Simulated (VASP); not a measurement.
Pd, 1 atom in the cell. The structure is cubic, space group Fm-3m (No. 225). The conventional cell has a = 3.819 Å, b = 3.819 Å, c = 3.819 Å, α = 90.00°, β = 90.00°, γ = 90.00°. Pd (site symmetry m-3m) has 12 Pd at 2.70 Å within 3.6 Å.  This cell differs from its parent crystal: volume scaled by 0.88.

```yaml
Program: VASP 6.6.1
Task: single point
Functional: RPBE
Potentials_or_basis: VASP PAW PBE potentials, release 64 (Pd)
Cutoff: 520 eV
k_mesh: 22 × 22 × 22
Occupations: fermi-dirac, width 0.1 eV
Spin: no spin polarisation
Dipole_correction: no
Further_INCAR_settings: ALGO = Normal; EDIFF = 1e-06; NBANDS = 11
```

Potentials or basis: VASP PAW PBE potentials, release 64 (Pd).

Command:

```console
$ cat potpaw_PBE.64/Pd/POTCAR > POTCAR
$ mpirun -np 1 vasp_std > vasp.out
```

Hardware: 1 thread of Intel(R) Xeon(R) Platinum 8375C CPU @ 2.90GHz (Ice Lake), on a shared host.

Question: Estimate the wall time of this run.

Answer: Wall time 22 s on 1 thread of Intel(R) Xeon(R) Platinum 8375C CPU @ 2.90GHz (Ice Lake) (shared host), peak memory 0.16 GiB. Counts: scf iterations 11, k points 328.
